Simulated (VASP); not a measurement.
# I: single point with PBEsol

The system is I.

```xyz
1
Lattice="2.5912 0.0000 0.0000 0.0000 2.5912 0.0000 0.0000 0.0000 2.5912" Properties=species:S:1:pos:R:3 pbc="T T T"
I     0.0000    0.0000    0.0000
```

This cell differs from its parent crystal: volume scaled by 0.45.

```yaml
Program: VASP 6.6.1
Task: single point
Functional: PBEsol
Potentials_or_basis: VASP PAW PBE potentials, release 64 (I)
Cutoff: 520 eV
k_mesh: 11 × 11 × 11
Occupations: fermi-dirac, width 0.1 eV
Spin: no spin polarisation
Dipole_correction: no
Further_INCAR_settings: ALGO = Normal; EDIFF = 1e-07; NBANDS = 10
```

* Pressure: 135.7 GPa

Levels at points of the mesh, in eV from the Fermi level:
```
           k point  band 1  band 2  band 3  band 4  band 5  band 6  band 7  band 8
(0.00, 0.00, 0.00)  -22.55   -0.31   -0.31   -0.31    3.99    3.99    8.09   19.16
```

Wall time 7.5 s on 1 thread of Intel(R) Xeon(R) Platinum 8259CL CPU @ 2.50GHz (Skylake/Cascade Lake), with other jobs on the host, peak memory 0.13 GiB.

Caveat: the PAW data sets were made with another functional, which shifts forces and pressure a little; spin-orbit coupling is left out, which moves the levels of the heavy elements; an odd number of electrons without spin polarisation forces a metal; a magnetic or distorted state may lie lower.
